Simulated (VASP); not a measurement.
Input of a VASP 6.6.1 run:

The input INCAR:

```
  PREC = Accurate
  ENCUT = 520
  EDIFF = 1E-6
  ISMEAR = -1
  SIGMA = 0.05
  LREAL = F
  LASPH = T
  NELM = 100
  ALGO = Normal
  ISIF = 2
  LWAVE = F
  LCHARG = F
  GGA = PS
  NBANDS = 15
```

The input KPOINTS:

```
regular mesh
0
Gamma
  9 9 9
```

The input POSCAR:

```
TiC
1.0
    0.0000000000      2.1657188437      2.1224044668
    2.1657188437      0.0000000000      2.1224044668
    2.1657188437      2.1657188437      0.0000000000
Ti C
1 1
Direct
    0.0000000000      0.0000000000      0.0000000000
    0.5000000000      0.5000000000      0.5000000000
```

Potentials or basis: VASP PAW PBE potentials, release 64 (Ti_sv, C).

Launch:

```console
$ cat potpaw_PBE.64/Ti_sv/POTCAR potpaw_PBE.64/C/POTCAR > POTCAR
$ mpirun -np 1 vasp_std > vasp.out
```

Predict the band gap on the k mesh.

zero (band 8 reaches 10.31 eV, above the bottom of band 9 at 9.07 eV).

Estimate the pressure.

-1.2 GPa.

Stress tensor (GPa, compression positive):
```
-4.08  0.00  0.00
 0.00 -4.08  0.00
 0.00  0.00  4.59
```

Caveat: the PAW data sets were made with another functional, which shifts forces and pressure a little.
